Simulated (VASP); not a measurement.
Write the native input for VASP 6.6.1 that does the following.

| Property | Result |
| --- | --- |
| Task | single point |
| Functional | PBE |
| Potentials or basis | VASP PAW PBE potentials, release 64 (C) |
| Cutoff | 600 eV |
| k mesh | 12 × 12 × 12 |
| Occupations | gaussian, width 0.02 eV |
| Spin | no spin polarisation |
| Dipole correction | no |
| Further INCAR settings | ALGO = Normal; EDIFF = 1e-06; NBANDS = 11 |

The structure of C lies in POSCAR:

```
C
1.0
    0.0000000000      1.7857951498      1.7857951498
    1.7857951498      0.0000000000      1.7857951498
    1.7857951498      1.7857951498      0.0000000000
C
2
Direct
    0.0000000000      0.0000000000      0.0000000000
    0.2500000000      0.2500000000      0.2500000000
```

These files were run (other wordings do the same):

INCAR

```
PREC = Accurate ; ENCUT = 600
EDIFF = 1E-6 ; ISMEAR = 0
SIGMA = 0.02 ; LREAL = F
LASPH = T ; NELM = 120
ALGO = Normal ; ISIF = 2
LWAVE = F ; LCHARG = F
GGA = PE ; NBANDS = 11
GGA_COMPAT = F
```

KPOINTS

```
Automatic mesh
0
Gamma
  12 12 12
```

Potentials or basis: VASP PAW PBE potentials, release 64 (C).

Launch:

```console
$ cat potpaw_PBE.64/C/POTCAR > POTCAR
$ mpirun -np 1 vasp_std > vasp.out
```

It gave:

```yaml
Pressure: 0.0 GPa
Band_gap_on_the_k_mesh: 4.14 eV (least direct gap 5.58 eV)
```

It took 12 s on 1 thread of Intel Xeon 8259CL, with other jobs on the host, peak memory 0.12 GiB.
